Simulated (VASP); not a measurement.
Tl: single point with PBE

Crystal: Tl.

```xyz
1
Lattice="3.2485 0.0000 0.0000 0.0000 3.2485 0.0000 0.0000 0.0000 3.2485" Properties=species:S:1:pos:R:3 pbc="T T T"
Tl    0.0000    0.0000    0.0000
```

This isn't the form of Tl at room conditions, which is hcp.

```json
{
 "Program": "VASP 6.6.1",
 "Task": "single point",
 "Functional": "PBE",
 "Potentials or basis": "VASP PAW PBE potentials, release 64 (Tl_d)",
 "Cutoff": "520 eV",
 "k mesh": "16 × 16 × 16",
 "Occupations": "fermi-dirac, width 0.1 eV",
 "Spin": "no spin polarisation"
}
```

```json
{
 "Pressure": "0.1 GPa",
 "Band gap on the k mesh": "zero (an odd number of electrons rules out a gap without spin polarisation)"
}
```

Levels at points of the mesh, in eV from the Fermi level:
```tsv
k point	band 2	band 3	band 4	band 5	band 6	band 7	band 8	band 9	band 10	band 11
(0.00, 0.00, 0.00)	-12.15	-11.28	-11.28	-11.28	-9.33	6.42	6.42	6.42	9.06	10.78
(0.50, 0.00, 0.00)	-11.64	-11.53	-11.53	-11.26	-6.43	-2.79	8.99	8.99	11.49	11.56
(0.50, 0.50, 0.00)	-11.86	-11.49	-11.49	-11.01	-3.84	-0.44	-0.44	4.48	11.94	13.73
(0.50, 0.50, 0.50)	-11.84	-11.84	-11.00	-11.00	-1.19	1.83	1.83	1.83	7.01	7.57
```

Wall time 24 s on 1 thread of Intel(R) Xeon(R) Platinum 8259CL CPU @ 2.50GHz (Skylake/Cascade Lake), on a shared host, peak memory 0.18 GiB.

Caveat: spin-orbit coupling is left out, which moves the levels of the heavy elements.
